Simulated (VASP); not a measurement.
# In (P6_3/mmc) in VASP: a series of runs

The runs below take In through single point, with PBE+D3(BJ).

Everything below comes from runs of VASP 6.6.1. Logs are shortened: lines on timing, memory, paths and dates and some standing lists are left out, and cuts for length are marked.

**1. The cell of the first run**

The structure is hexagonal, space group P6_3/mmc (No. 194). The conventional cell has a = 3.354 Å, b = 3.354 Å, c = 5.304 Å, α = 90.00°, β = 90.00°, γ = 120.00°. Within 4.3 Å of In (site symmetry -6m2) lie 12 In at 3.28 to 3.35 Å.

**2. Single point, PBE+D3(BJ) (uniaxial strain along c: -3.0 %)**

The input, INCAR:

```
PREC = Accurate
ENCUT = 520
EDIFF = 1E-7
ISMEAR = 0
SIGMA = 0.1
LREAL = F
LASPH = T
NELM = 100
ALGO = Normal
ISIF = 2
LWAVE = F
LCHARG = F
GGA = PE
IVDW = 12
NBANDS = 20
```

The input, KPOINTS:

```
Automatic mesh
0
Gamma
  15 15 8
```

The input, POSCAR:

```
In
1.0
    3.3537338356      0.0000000000      0.0000000000
   -1.6768669178      2.9044186992      0.0000000000
    0.0000000000      0.0000000000      5.3043639637
In
2
Direct
    0.3333333323      0.6666666677      0.2500000000
    0.6666666677      0.3333333323      0.7500000000
```

Potentials or basis: VASP PAW PBE potentials, release 64 (In_d).

Launch:

```bash
cat potpaw_PBE.64/In_d/POTCAR > POTCAR
mpirun -np 1 vasp_std > vasp.out
```

OUTCAR:

```text
PREC = Accurate
   ENCUT = 520
   EDIFF = 1E-7
   ISMEAR = 0
   LREAL = F
   LASPH = T
   NELM = 100
   ISIF = 2
   GGA = PE
   IVDW = 12
 IVDW          = 12

 ion  position               nearest neighbor table
   1  0.333  0.667  0.250-   2 3.28   2 3.28   2 3.28   2 3.28   2 3.28   2 3.28
   2  0.667  0.333  0.750-   1 3.28   1 3.28   1 3.28   1 3.28   1 3.28   1 3.28

  LATTYP: Found a hexagonal cell.
 ALAT       =     3.3537338356
 C/A-ratio  =     1.5816293790

  Lattice vectors:

 A1 = (   3.3537338356,   0.0000000000,   0.0000000000)
 A2 = (  -1.6768669178,   2.9044186992,   0.0000000000)
 A3 = (   0.0000000000,   0.0000000000,   5.3043639637)

Analysis of symmetry for initial positions (statically):
=====================================================================
 Subroutine PRICEL returns:
 Original cell was already a primitive cell.

 Routine SETGRP: Setting up the symmetry group for a
 hexagonal supercell.

 Subroutine GETGRP returns: Found 24 space group operations
 (whereof 12 operations were pure point group operations)
 out of a pool of 24 trial point group operations.

The static configuration has the point symmetry D_3d.
 The point group associated with its full space group is D_6h.

Analysis of symmetry for dynamics (positions and initial velocities):
=====================================================================
 Subroutine PRICEL returns:
 Original cell was already a primitive cell.

 Routine SETGRP: Setting up the symmetry group for a
 hexagonal supercell.

 Subroutine GETGRP returns: Found 24 space group operations
 (whereof 12 operations were pure point group operations)
 out of a pool of 24 trial point group operations.

The dynamic configuration has the point symmetry D_3d.
 The point group associated with its full space group is D_6h.

 Subroutine INISYM returns: Found 24 space group operations
 (whereof 12 operations are pure point group operations),
 and found     1 'primitive' translations

----------------------------------------------------------------------------------------

                                     Primitive cell

  volume of cell :      51.6679

  direct lattice vectors                    reciprocal lattice vectors
     3.353733836  0.000000000  0.000000000     0.298175123  0.172151488  0.000000000
    -1.676866918  2.904418699  0.000000000     0.000000000  0.344302975  0.000000000
     0.000000000  0.000000000  5.304363964     0.000000000  0.000000000  0.188524017

  length of vectors
[... 81 lines left out ...]
   NELM   =    100;   NELMIN=  2; NELMDL= -5     # of ELM steps
   EDIFF  = 0.1E-06   stopping-criterion for ELM
   LREAL  =      F    real-space projection
   EDIFFG = 0.1E-05   stopping-criterion for IOM
   NSW    =      0    number of steps for IOM
   IBRION =     -1    ionic relax: 0-MD 1-quasi-New 2-CG
   NFREE  =      0    steps in history (QN), initial steepest desc. (CG)
   ISIF   =      2    stress and relaxation
   ISYM   =      2    0-nonsym 1-usesym 2-fastsym
   POTIM  = 0.5000    time-step for ionic-motion
   TEBEG  =    0.0;   TEEND  =   0.0 temperature during run
   PSTRESS=    0.0 pullay stress
   NELECT =      26.0000    total number of electrons
   NUPDOWN=      -1.0000    fix difference up-down
   EMIN   =  10.00;   EMAX   =-10.00  energy-range for DOS
   EFERMI =   0.00;   METHOD = LEGACY
   ISMEAR =     0;   SIGMA  =   0.10  broadening in eV -4-tet -1-fermi 0-gaus
   EFERMI_NEDOS =   21; number of points for ismear=-14 and -15
   IALGO  =     38    algorithm
   IMIX   =      4    mixing-type and parameters
     AMIX     =   0.40;   BMIX     =  1.00
     AMIX_MAG =   1.60;   BMIX_MAG =  1.00
  volume/ion in A,a.u.               =      25.83       174.34
  Fermi-wavevector in a.u.,A,eV,Ry     =   1.302144  2.460695 23.069741  1.695578
  Thomas-Fermi vector in A             =   2.433231
   LORBIT       =      0    0 simple, 1 ext, 2 COOP (PROOUT), +10 PAW based schemes
   GGA     = PE    functional components
   LHFCALC =     F    Hartree Fock is set to
   AEXX    =    0.0000 exact exchange contribution
   IVDW    =    12    specifies the selected vdW correction
   LEPSILON=     F    determine dielectric tensor
   LRPA    =     F    only Hartree local field effects (RPA)
 non-spin polarized calculation
 Gauss-broadening in eV      SIGMA  =   0.10
  energy-cutoff  :      520.00
  volume of cell :       51.67
 maximum number of plane-waves:      1412
 NGX is ok and might be reduce to    28
   NGX = 13   NGY = 13   NGZ = 19

 number of electron      26.0000013 magnetization

 Free energy of the ion-electron system (eV)
  ---------------------------------------------------
  ext. energy  EPLUGINS =         0.00000000
  ---------------------------------------------------
  free energy    TOTEN  =        -5.07826452 eV

  energy without entropy =       -5.07413094  energy(sigma->0) =       -5.07619773

 E-fermi :   7.7540     XC(G=0): -10.3132

 val. band max:        7.7373112701   @ k =   0.2667   0.2000   0.0000
 cond. band min:       7.7805730711   @ k =   0.4000   0.1333   0.0000
 fundamental gap:      0.0432618010
 Fermi energy:         7.7539833206

 k-point     1 :       0.0000    0.0000    0.0000
  band No.  band energies     occupation
      1      -7.0485      2.00000
      2      -6.9514      2.00000
      3      -6.9457      2.00000
      4      -6.9457      2.00000
      5      -6.9120      2.00000
      6      -6.9120      2.00000
[... 541 lines left out ...]
     19      14.5594      0.00000
     20      19.3919      0.00000

 [... further k-points ...]

------------------------ aborting loop because EDIFF is reached ----------------------------------------

 Edisp (eV)   -0.68509

 E8    (eV) :    -0.3420

  FORCE on cell =-STRESS in cart. coord.  units (eV):
  Direction    XX          YY          ZZ          XY          YZ          ZX
  --------------------------------------------------------------------------------------
  -------------------------------------------------------------------------------------
  Total       0.12677     0.12677     0.45757     0.00000     0.00000     0.00000
  in kB       3.93104     3.93104    14.18882     0.00000     0.00000     0.00000
  external pressure =        7.35 kB  Pullay stress =        0.00 kB

 VOLUME and BASIS-vectors are now :
 -----------------------------------------------------------------------------
  energy-cutoff  :      520.00
  volume of cell :       51.67
      direct lattice vectors                 reciprocal lattice vectors
     3.353733836  0.000000000  0.000000000     0.298175123  0.172151488  0.000000000
    -1.676866918  2.904418699  0.000000000     0.000000000  0.344302975  0.000000000
     0.000000000  0.000000000  5.304363964     0.000000000  0.000000000  0.188524017

 POSITION                                       TOTAL-FORCE (eV/Angst)
 -----------------------------------------------------------------------------------
     -0.00000      1.93628      1.32609        -0.000000      0.000000      0.000000
      1.67687      0.96814      3.97827         0.000000     -0.000000      0.000000
 -----------------------------------------------------------------------------------
    total drift:                               -0.000001      0.000000      0.000000

  FREE ENERGIE OF THE ION-ELECTRON SYSTEM (eV)
  ---------------------------------------------------
  free  energy   TOTEN  =        -5.7633498267 eV

  energy  without entropy=       -5.7592162520  energy(sigma->0) =       -5.76128304
```

stdout:

```text
POSCAR found type information on POSCAR In
 POSCAR found :  1 types and       2 ions
 scaLAPACK will be used
 LDA part: xc-table for (Slater+PW92), standard interpolation
 POSCAR, INCAR and KPOINTS ok, starting setup
 FFT: planning ... GRIDC
 FFT: planning ... GRID_SOFT
 FFT: planning ... GRID
 WAVECAR not read
 entering main loop
```

Wall time 45 s (1 thread of Intel Xeon 6975P-C (Granite Rapids), shared host); peak memory 0.26 GiB.

Results:

```yaml
Free_energy: -5.7633 eV
Pressure: 0.7 GPa
Band_gap_on_the_k_mesh: zero (band 13 reaches 11.74 eV, above the bottom of band 14 at 5.04 eV)
Dispersion_energy_per_atom: -0.343 eV
```

Stress tensor (GPa, compression positive):
```
0.39 0.00 0.00
0.00 0.39 0.00
0.00 0.00 1.42
```

Caveat: the cell differs from its parent crystal (uniaxial strain along c: -3.0 %); spin-orbit coupling is left out, which moves the levels of the heavy elements; pairwise dispersion overbinds metals, which lowers pressure and volume.

**3. Single point, PBE+D3(BJ) (uniaxial strain along c: +3.0 %, then relaxed in part)**

The input, INCAR:

```
SYSTEM = In
ALGO     = Normal         ! electronic algorithm
EDIFF    = 1E-7           ! SCF threshold, eV
ENCUT    = 520            ! plane-wave cutoff, eV
GGA      = PE             ! functional
ISIF     = 2              ! what is computed and relaxed
ISMEAR   = 0              ! smearing method
IVDW     = 12             ! dispersion correction
LASPH    = .True.         ! aspherical terms in the spheres
LCHARG   = .False.        ! write CHGCAR
LREAL    = .False.        ! projectors in reciprocal space
LWAVE    = .False.        ! write WAVECAR
NBANDS   = 20             ! bands
NELM     = 100            ! most SCF steps
PREC     = Accurate       ! precision mode
SIGMA    = 0.1            ! smearing width, eV
```

The input, KPOINTS:

```
k-points
0
Gamma
  15 15 8
  0 0 0
```

The input, POSCAR:

```
In
1.0
    3.2984481545      0.0000000000      0.0000000000
   -1.6492240773      2.8565398949      0.0000000000
    0.0000000000      0.0000000000      5.6324689512
In
2
Direct
    0.3333333327      0.6666666673      0.2500000000
    0.6666666673      0.3333333327      0.7500000000
```

Potentials or basis: VASP PAW PBE potentials, release 64 (In_d).

Launch:

```bash
cat potpaw_PBE.64/In_d/POTCAR > POTCAR
mpirun -np 1 vasp_std > vasp.out
```

OUTCAR:

```text
SYSTEM = In
   EDIFF = 1E-7
   ENCUT = 520
   GGA = PE
   ISIF = 2
   ISMEAR = 0
   IVDW = 12
   LASPH = .True.
   LREAL = .False.
   NELM = 100
   PREC = Accurate
 IVDW          = 12

 ion  position               nearest neighbor table
   1  0.333  0.667  0.250-   2 3.40   2 3.40   2 3.40   2 3.40   2 3.40   2 3.40
   2  0.667  0.333  0.750-   1 3.40   1 3.40   1 3.40   1 3.40   1 3.40   1 3.40

  LATTYP: Found a hexagonal cell.
 ALAT       =     3.2984481545
 C/A-ratio  =     1.7076117881

  Lattice vectors:

 A1 = (   3.2984481545,   0.0000000000,   0.0000000000)
 A2 = (  -1.6492240773,   2.8565398949,   0.0000000000)
 A3 = (   0.0000000000,   0.0000000000,   5.6324689512)

Analysis of symmetry for initial positions (statically):
=====================================================================
 Subroutine PRICEL returns:
 Original cell was already a primitive cell.

 Routine SETGRP: Setting up the symmetry group for a
 hexagonal supercell.

 Subroutine GETGRP returns: Found 24 space group operations
 (whereof 12 operations were pure point group operations)
[... 163 lines left out ...]
  free energy    TOTEN  =        -5.09487842 eV

  energy without entropy =       -5.08830693  energy(sigma->0) =       -5.09159268

 E-fermi :   7.3826     XC(G=0): -10.1857

 val. band max:        7.3812052197   @ k =   0.3333   0.2667   0.1250
 cond. band min:       7.3956190364   @ k =   0.4000   0.0667   0.2500
 fundamental gap:      0.0144138167
 Fermi energy:         7.3825709113

 k-point     1 :       0.0000    0.0000    0.0000
  band No.  band energies     occupation
      1      -7.3268      2.00000
      2      -7.2929      2.00000
      3      -7.2377      2.00000
      4      -7.2377      2.00000
      5      -7.2144      2.00000
      6      -7.2144      2.00000
[... 541 lines left out ...]
     19      14.1942      0.00000
     20      19.8617      0.00000

 [... further k-points ...]

------------------------ aborting loop because EDIFF is reached ----------------------------------------

 Edisp (eV)   -0.66664

 E8    (eV) :    -0.3328

  FORCE on cell =-STRESS in cart. coord.  units (eV):
  Direction    XX          YY          ZZ          XY          YZ          ZX
  --------------------------------------------------------------------------------------
  -------------------------------------------------------------------------------------
  Total      -0.00968    -0.00968    -0.40988     0.00000    -0.00000     0.00000
  in kB      -0.29234    -0.29234   -12.37426     0.00000    -0.00000     0.00000
  external pressure =       -4.32 kB  Pullay stress =        0.00 kB

 VOLUME and BASIS-vectors are now :
 -----------------------------------------------------------------------------
  energy-cutoff  :      520.00
  volume of cell :       53.07
      direct lattice vectors                 reciprocal lattice vectors
     3.298448154  0.000000000  0.000000000     0.303172872  0.175036939  0.000000000
    -1.649224077  2.856539895  0.000000000     0.000000000  0.350073878  0.000000000
     0.000000000  0.000000000  5.632468951     0.000000000  0.000000000  0.177542035

 POSITION                                       TOTAL-FORCE (eV/Angst)
 -----------------------------------------------------------------------------------
     -0.00000      1.90436      1.40812         0.000000     -0.000000      0.000000
      1.64922      0.95218      4.22435        -0.000000      0.000000      0.000000
 -----------------------------------------------------------------------------------
    total drift:                               -0.000000      0.000000      0.000000

  FREE ENERGIE OF THE ION-ELECTRON SYSTEM (eV)
  ---------------------------------------------------
  free  energy   TOTEN  =        -5.7615215395 eV

  energy  without entropy=       -5.7549500453  energy(sigma->0) =       -5.75823579
```

OSZICAR:

```text
N       E                     dE             d eps       ncg     rms          rms(c)
DAV:   1     0.210804918910E+03    0.21080E+03   -0.13193E+04  5440   0.181E+03
DAV:   2     0.105915237719E+02   -0.20021E+03   -0.19649E+03  5444   0.374E+02
DAV:   3    -0.468457264731E+01   -0.15276E+02   -0.15181E+02  6296   0.118E+02
DAV:   4    -0.512373563470E+01   -0.43916E+00   -0.43892E+00  6508   0.219E+01
DAV:   5    -0.514840687552E+01   -0.24671E-01   -0.24670E-01  7964   0.433E+00    0.328E+00
DAV:   6    -0.510422821384E+01    0.44179E-01   -0.80860E-02  7280   0.463E+00    0.150E+00
DAV:   7    -0.509545944749E+01    0.87688E-02   -0.22891E-02  7416   0.224E+00    0.360E-01
DAV:   8    -0.509485268818E+01    0.60676E-03   -0.15844E-03  6408   0.493E-01    0.473E-02
DAV:   9    -0.509487136763E+01   -0.18679E-04   -0.69011E-05  8496   0.825E-02    0.196E-02
DAV:  10    -0.509487792556E+01   -0.65579E-05   -0.86240E-06  7320   0.388E-02    0.546E-03
DAV:  11    -0.509487857495E+01   -0.64939E-06   -0.99931E-07  6328   0.113E-02    0.149E-03
DAV:  12    -0.509487843401E+01    0.14094E-06   -0.29992E-08  3444   0.180E-03    0.581E-04
DAV:  13    -0.509487842474E+01    0.92718E-08   -0.98978E-09  3156   0.118E-03
   1 F= -.57615215E+01 E0= -.57582358E+01  d E =-.657149E-02
```

stdout:

```text
POSCAR found type information on POSCAR In
 POSCAR found :  1 types and       2 ions
 scaLAPACK will be used
 LDA part: xc-table for (Slater+PW92), standard interpolation
 POSCAR, INCAR and KPOINTS ok, starting setup
 FFT: planning ... GRIDC
 FFT: planning ... GRID_SOFT
 FFT: planning ... GRID
 WAVECAR not read
 entering main loop
```

It took 48 s on 1 thread of Intel Xeon 6975P-C (Granite Rapids), shared host; peak memory 0.26 GiB.

Results:

```
Free energy                : -5.7615 eV
Pressure                   : -0.4 GPa
Band gap on the k mesh     : zero (band 13 reaches 10.62 eV, above the bottom of band 14 at 4.82 eV)
Dispersion energy per atom : -0.333 eV
```

Stress tensor (GPa, compression positive):
```
-0.03  0.00  0.00
 0.00 -0.03  0.00
 0.00  0.00 -1.24
```

Caveat: the cell differs from its parent crystal (uniaxial strain along c: +3.0 %, then relaxed in part); spin-orbit coupling is left out, which moves the levels of the heavy elements; pairwise dispersion overbinds metals, which lowers pressure and volume.

**4. Single point, PBE+D3(BJ) (uniaxial strain along c: +3.0 %)**

The input, INCAR:

```
SYSTEM = In
PREC = Accurate ; ENCUT = 520
EDIFF = 1E-7 ; ISMEAR = 0
SIGMA = 0.1 ; LREAL = .FALSE.
LASPH = .TRUE. ; NELM = 100
ALGO = Normal ; ISIF = 2
LWAVE = .FALSE. ; LCHARG = .FALSE.
GGA = PE ; IVDW = 12
NBANDS = 20
```

The input, KPOINTS:

```
Automatic mesh
0
G
  15 15 8
  0 0 0
```

The input, POSCAR:

```
In
1.0
    3.3038023145      0.0000000000      0.0000000000
   -1.6519011573      2.8611767335      0.0000000000
    0.0000000000      0.0000000000      5.6324689512
In
2
Direct
    0.3333333333      0.6666666667      0.2500000000
    0.6666666667      0.3333333333      0.7500000000
```

Potentials or basis: VASP PAW PBE potentials, release 64 (In_d).

Launch:

```bash
cat potpaw_PBE.64/In_d/POTCAR > POTCAR
mpirun -np 1 vasp_std > vasp.out
```

OUTCAR:

```text
SYSTEM = In
   PREC = Accurate
   ENCUT = 520
   EDIFF = 1E-7
   ISMEAR = 0
   LREAL = .FALSE.
   LASPH = .TRUE.
   NELM = 100
   ISIF = 2
   GGA = PE
   IVDW = 12
 IVDW          = 12

 ion  position               nearest neighbor table
   1  0.333  0.667  0.250-   2 3.40   2 3.40   2 3.40   2 3.40   2 3.40   2 3.40
   2  0.667  0.333  0.750-   1 3.40   1 3.40   1 3.40   1 3.40   1 3.40   1 3.40

  LATTYP: Found a hexagonal cell.
 ALAT       =     3.3038023145
 C/A-ratio  =     1.7048444232

  Lattice vectors:
[... 744 lines left out ...]

 Edisp (eV)   -0.66441

 E8    (eV) :    -0.3316

  FORCE on cell =-STRESS in cart. coord.  units (eV):
  Direction    XX          YY          ZZ          XY          YZ          ZX
  --------------------------------------------------------------------------------------
  -------------------------------------------------------------------------------------
  Total      -0.05242    -0.05242    -0.44935     0.00000    -0.00000     0.00000
  in kB      -1.57753    -1.57753   -13.52204     0.00000    -0.00000     0.00000
  external pressure =       -5.56 kB  Pullay stress =        0.00 kB

 VOLUME and BASIS-vectors are now :
 -----------------------------------------------------------------------------
  energy-cutoff  :      520.00
  volume of cell :       53.24
      direct lattice vectors                 reciprocal lattice vectors
     3.303802314  0.000000000  0.000000000     0.302681548  0.174753273  0.000000000
    -1.651901157  2.861176733  0.000000000     0.000000000  0.349506547  0.000000000
     0.000000000  0.000000000  5.632468951     0.000000000  0.000000000  0.177542035

 POSITION                                       TOTAL-FORCE (eV/Angst)
 -----------------------------------------------------------------------------------
     -0.00000      1.90745      1.40812         0.000000      0.000000     -0.000000
      1.65190      0.95373      4.22435        -0.000000     -0.000000      0.000000
 -----------------------------------------------------------------------------------
    total drift:                               -0.000000      0.000000      0.000000

  FREE ENERGIE OF THE ION-ELECTRON SYSTEM (eV)
  ---------------------------------------------------
  free  energy   TOTEN  =        -5.7614929731 eV

  energy  without entropy=       -5.7549238060  energy(sigma->0) =       -5.75820839
```

Wall time 48 s (1 thread of Intel Xeon 6975P-C (Granite Rapids), shared host); peak memory 0.26 GiB.

What came out:

```yaml
Free_energy: -5.7615 eV
Pressure: -0.6 GPa
Band_gap_on_the_k_mesh: zero (band 13 reaches 10.59 eV, above the bottom of band 14 at 4.80 eV)
Dispersion_energy_per_atom: -0.332 eV
```

Stress tensor (GPa, compression positive):
```
-0.16  0.00  0.00
 0.00 -0.16  0.00
 0.00  0.00 -1.35
```

Caveat: the cell differs from its parent crystal (uniaxial strain along c: +3.0 %); spin-orbit coupling is left out, which moves the levels of the heavy elements; pairwise dispersion overbinds metals, which lowers pressure and volume.

(Part 1 of 2 ends here.)
